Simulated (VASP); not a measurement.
# Nb16H (a cell with a defect) in VASP: single point with PBE

Aim: the single point of Nb16H (a cell with a defect) with PBE.

All numbers are computed with VASP 6.6.1; they aren't measurements. Logs are shortened: lines on timing, memory, paths and dates and some standing lists are left out, and cuts for length are marked.

## 1. The cell of the first run

The cell holds a defect, 17 atoms: a = 6.600 Å, b = 6.600 Å, c = 6.600 Å, α = 90.00°, β = 90.00°, γ = 90.00°.

## 2. Single point, PBE

INCAR reads:

```
SYSTEM = Nb16H
  ALGO = Normal
  EDIFF = 1E-6
  ENCUT = 520
  GGA = PE
  ISIF = 2
  ISMEAR = -1
  LASPH = .TRUE.
  LCHARG = .FALSE.
  LREAL = Auto
  LWAVE = .FALSE.
  NBANDS = 118
  NELM = 60
  PREC = Accurate
  SIGMA = 0.05
```

KPOINTS reads:

```
k-points
0
G
  3 3 3
  0 0 0
```

POSCAR reads:

```
Nb16H
1.0
    6.6000000000      0.0000000000      0.0000000000
    0.0000000000      6.6000000000      0.0000000000
    0.0000000000      0.0000000000      6.6000000000
Nb H
16 1
Direct
   -0.0067751515      0.0007093939     -0.0076471212
    0.4994668182      0.0007192424     -0.0004834848
   -0.0001406061      0.5007109091      0.0003078788
   -0.0018850000      0.0007071212      0.5001193939
    0.2562927273      0.2605863636      0.2516231818
    0.5011786364      0.5007184848      0.0017683333
    0.5007316667      0.0007186364      0.5016027273
    0.7502134848      0.2513472727      0.2500090909
    0.0014346970      0.5007092424      0.5007616667
    0.2562928788      0.7408436364      0.2516259091
    0.2476692424      0.2505201515      0.7507542424
    0.5025784848      0.5007171212      0.5030651515
    0.7502109091      0.7500787879      0.2500130303
    0.7473166667      0.2496700000      0.7494356061
    0.2476706061      0.7509077273      0.7507566667
    0.7473148485      0.7517543939      0.7494384848
    0.1480525758      0.0007043939      0.2333039394
```

Potentials or basis: VASP PAW PBE potentials, release 64 (Nb_sv, H).

Run with:

```console
$ cat potpaw_PBE.64/Nb_sv/POTCAR potpaw_PBE.64/H/POTCAR > POTCAR
$ mpirun -np 1 vasp_std > vasp.out
```

OUTCAR:

```text
SYSTEM = Nb16H
   EDIFF = 1E-6
   ENCUT = 520
   GGA = PE
   ISIF = 2
   ISMEAR = -1
   LASPH = .TRUE.
   LREAL = Auto
   NELM = 60
   PREC = Accurate

 ion  position               nearest neighbor table
   1  0.993  0.001  0.992-  17 1.89  16 2.81  14 2.81  15 2.84  11 2.84  13 2.86   8 2.86  10 2.98
                             5 2.98
   2  0.499  0.001  1.000-  14 2.85  16 2.85  11 2.86  15 2.86   8 2.86  13 2.87   5 2.88  10 2.88

   3  1.000  0.501  0.000-  11 2.85  15 2.85   5 2.85  10 2.85   8 2.85  13 2.85  14 2.87  16 2.87
[... 23 lines left out ...]
  15  0.248  0.751  0.751-   1 2.84   9 2.84   3 2.85   4 2.86   2 2.86   7 2.87  12 2.87   6 2.88

  16  0.747  0.752  0.749-   1 2.81  12 2.83   7 2.83   2 2.85   4 2.85   6 2.86   9 2.87   3 2.87

  17  0.148  0.001  0.233-  10 1.86   5 1.86   1 1.89

  LATTYP: Found a simple cubic cell.
 ALAT       =     6.6000000000

  Lattice vectors:

 A1 = (   6.6000000000,   0.0000000000,   0.0000000000)
 A2 = (   0.0000000000,   6.6000000000,   0.0000000000)
 A3 = (   0.0000000000,   0.0000000000,   6.6000000000)

Analysis of symmetry for initial positions (statically):
=====================================================================
 Subroutine PRICEL returns:
 Original cell was already a primitive cell.

 Routine SETGRP: Setting up the symmetry group for a
 simple cubic supercell.

 Subroutine GETGRP returns: Found  1 space group operations
 (whereof  1 operations were pure point group operations)
 out of a pool of 48 trial point group operations.

The static configuration has the point symmetry C_1 .

Analysis of symmetry for dynamics (positions and initial velocities):
=====================================================================
 Subroutine PRICEL returns:
 Original cell was already a primitive cell.

 Routine SETGRP: Setting up the symmetry group for a
 simple cubic supercell.

 Subroutine GETGRP returns: Found  1 space group operations
 (whereof  1 operations were pure point group operations)
 out of a pool of 48 trial point group operations.

The dynamic configuration has the point symmetry C_1 .

 Subroutine INISYM returns: Found  1 space group operations
 (whereof  1 operations are pure point group operations),
 and found     1 'primitive' translations

[... 116 lines left out ...]
   NSW    =      0    number of steps for IOM
   IBRION =     -1    ionic relax: 0-MD 1-quasi-New 2-CG
   NFREE  =      0    steps in history (QN), initial steepest desc. (CG)
   ISIF   =      2    stress and relaxation
   ISYM   =      2    0-nonsym 1-usesym 2-fastsym
   POTIM  = 0.5000    time-step for ionic-motion
   TEBEG  =    0.0;   TEEND  =   0.0 temperature during run
   PSTRESS=    0.0 pullay stress
   NELECT =     209.0000    total number of electrons
   NUPDOWN=      -1.0000    fix difference up-down
   EMIN   =  10.00;   EMAX   =-10.00  energy-range for DOS
   EFERMI =   0.00;   METHOD = LEGACY
   ISMEAR =    -1;   SIGMA  =   0.05  broadening in eV -4-tet -1-fermi 0-gaus
   EFERMI_NEDOS =   21; number of points for ismear=-14 and -15
   IALGO  =     38    algorithm
   IMIX   =      4    mixing-type and parameters
     AMIX     =   0.40;   BMIX     =  1.00
     AMIX_MAG =   1.60;   BMIX_MAG =  1.00
  volume/ion in A,a.u.               =      16.91       114.12
  Fermi-wavevector in a.u.,A,eV,Ry     =   1.472018  2.781710 29.481589  2.166836
  Thomas-Fermi vector in A             =   2.587083
   LORBIT       =      0    0 simple, 1 ext, 2 COOP (PROOUT), +10 PAW based schemes
   GGA     = PE    functional components
   LHFCALC =     F    Hartree Fock is set to
   AEXX    =    0.0000 exact exchange contribution
   IVDW    =     0    specifies the selected vdW correction
   LEPSILON=     F    determine dielectric tensor
   LRPA    =     F    only Hartree local field effects (RPA)
 non-spin polarized calculation
  energy-cutoff  :      520.00
  volume of cell :      287.50
 maximum number of plane-waves:      7809
 NGX is ok and might be reduce to    50
   NGX = 25   NGY = 25   NGZ = 25

 number of electron     209.0000021 magnetization

 Free energy of the ion-electron system (eV)
  ---------------------------------------------------
  ext. energy  EPLUGINS =         0.00000000
  ---------------------------------------------------
  free energy    TOTEN  =      -167.47132818 eV

  energy without entropy =     -167.36816672  energy(sigma->0) =     -167.41974745

 E-fermi :  11.2619     XC(G=0): -12.5426

 val. band max:       11.2611371772   @ k =   0.3333   0.0000   0.3333
 cond. band min:      11.2730866048   @ k =  -0.3333   0.3333   0.0000
 fundamental gap:      0.0119494276
 Fermi energy:        11.2618896831

 k-point     1 :       0.0000    0.0000    0.0000
  band No.  band energies     occupation
      1     -43.0812      2.00000
      2     -42.9017      2.00000
      3     -42.8904      2.00000
      4     -42.8606      2.00000
      5     -42.8601      2.00000
      6     -42.8475      2.00000
[... 1655 lines left out ...]
    115      13.6576      0.00000
    116      13.7011      0.00000
 [bands above 116 left out]

------------------------ aborting loop because EDIFF is reached ----------------------------------------

  FORCE on cell =-STRESS in cart. coord.  units (eV):
  Direction    XX          YY          ZZ          XY          YZ          ZX
  --------------------------------------------------------------------------------------
  -------------------------------------------------------------------------------------
  Total        3.4852608      5.3202443      3.3695054     -0.0016322     -0.0015878      0.5405004
  in kB       19.4228992     29.6490207     18.7778097     -0.0090958     -0.0088485      3.0121377
  external PRESSURE =      22.6165765 kB  Pullay stress =       0.0000000 kB

 VOLUME and BASIS-vectors are now :
 -----------------------------------------------------------------------------
  energy-cutoff  :      520.00
  volume of cell :      287.50
      direct lattice vectors                 reciprocal lattice vectors
     6.600000000  0.000000000  0.000000000     0.151515152  0.000000000  0.000000000
     0.000000000  6.600000000  0.000000000     0.000000000  0.151515152  0.000000000
     0.000000000  0.000000000  6.600000000     0.000000000  0.000000000  0.151515152

 POSITION                                       TOTAL-FORCE (eV/Angst)
 -----------------------------------------------------------------------------------
      6.55528      0.00468      6.54953         0.030277      0.000332     -0.013320
      3.29648      0.00475      6.59681         0.024899     -0.000880     -0.026084
      6.59907      3.30469      0.00203         0.030278     -0.000966     -0.014610
      6.58756      0.00467      3.30079        -0.006525      0.000337      0.007214
      1.69153      1.71987      1.66071         0.025925     -0.028893     -0.044434
      3.30778      3.30474      0.01167         0.028891      0.000007     -0.017665
[... 9 lines left out ...]
      4.93228      4.96158      4.94629         0.016677     -0.004352     -0.009902
      0.97715      0.00465      1.53981        -0.309932      0.000791      0.306135
 -----------------------------------------------------------------------------------
    total drift:                                0.002604     -0.001000      0.000399

  FREE ENERGIE OF THE ION-ELECTRON SYSTEM (eV)
  ---------------------------------------------------
  free  energy   TOTEN  =      -167.4713281790 eV

  energy  without entropy=     -167.3681667211  energy(sigma->0) =     -167.41974745
```

OSZICAR:

```text
N       E                     dE             d eps       ncg     rms          rms(c)
DAV:   1     0.314305417061E+04    0.31431E+04   -0.11458E+05  3304   0.188E+03
DAV:   2     0.131624833784E+03   -0.30114E+04   -0.29596E+04  3652   0.828E+02
DAV:   3    -0.143108692826E+03   -0.27473E+03   -0.26569E+03  5224   0.171E+02
DAV:   4    -0.172023867519E+03   -0.28915E+02   -0.27538E+02  5632   0.499E+01
DAV:   5    -0.174238661679E+03   -0.22148E+01   -0.21339E+01  5520   0.139E+01    0.293E+01
DAV:   6    -0.168025336496E+03    0.62133E+01   -0.14635E+01  4704   0.165E+01    0.101E+01
DAV:   7    -0.167394031274E+03    0.63131E+00   -0.63515E+00  4896   0.105E+01    0.419E+00
DAV:   8    -0.167400888770E+03   -0.68575E-02   -0.12529E+00  4992   0.505E+00    0.365E+00
DAV:   9    -0.167473077362E+03   -0.72189E-01   -0.35558E-01  5304   0.294E+00    0.102E+00
DAV:  10    -0.167478148744E+03   -0.50714E-02   -0.22332E-01  5344   0.241E+00    0.534E-01
DAV:  11    -0.167470923269E+03    0.72255E-02   -0.46972E-02  4896   0.112E+00    0.143E-01
DAV:  12    -0.167471375065E+03   -0.45180E-03   -0.61994E-03  5520   0.290E-01    0.103E-01
DAV:  13    -0.167471368919E+03    0.61466E-05   -0.68257E-04  5152   0.137E-01    0.412E-02
DAV:  14    -0.167471344407E+03    0.24511E-04   -0.15574E-04  5488   0.652E-02    0.256E-02
DAV:  15    -0.167471334686E+03    0.97212E-05   -0.37011E-05  5496   0.291E-02    0.152E-02
DAV:  16    -0.167471330369E+03    0.43170E-05   -0.98958E-06  4280   0.181E-02    0.699E-03
DAV:  17    -0.167471328863E+03    0.15062E-05   -0.12724E-06  2240   0.794E-03    0.421E-03
DAV:  18    -0.167471328179E+03    0.68409E-06   -0.64515E-07  2168   0.474E-03
   1 F= -.16747133E+03 E0= -.16741975E+03  d E =-.103161E+00
```

Run time: 11 min. Hardware: 1 thread of AMD EPYC 9R45 (Zen 5), shared host; peak memory 0.49 GiB.

What came out:

```yaml
Free_energy: -167.4713 eV
Pressure: 2.3 GPa
Largest_force: 0.436 eV/Å
Band_gap_on_the_k_mesh: zero (an odd number of electrons rules out a gap without spin polarisation)
```

Forces in eV/Å, atoms in the order of the input:
```
Nb   0.030  0.000 -0.013
Nb   0.025 -0.001 -0.026
Nb   0.030 -0.001 -0.015
Nb  -0.007  0.000  0.007
Nb   0.026 -0.029 -0.044
Nb   0.029  0.000 -0.018
Nb   0.014  0.000 -0.017
Nb   0.015  0.003 -0.013
Nb   0.022  0.000 -0.019
Nb   0.026  0.029 -0.044
Nb   0.015 -0.001 -0.021
Nb   0.019  0.001 -0.029
Nb   0.017 -0.004 -0.013
Nb   0.018  0.005 -0.010
Nb   0.014  0.001 -0.021
Nb   0.017 -0.004 -0.010
H   -0.310  0.001  0.306
```

Levels at points of the mesh, in eV from the Fermi level:
```csv
k point,band 100,band 101,band 102,band 103,band 104,band 105,band 106,band 107
"(0.00, 0.00, 0.00)",0.36,0.65,0.85,0.89,0.89,0.92,0.93,0.94
```
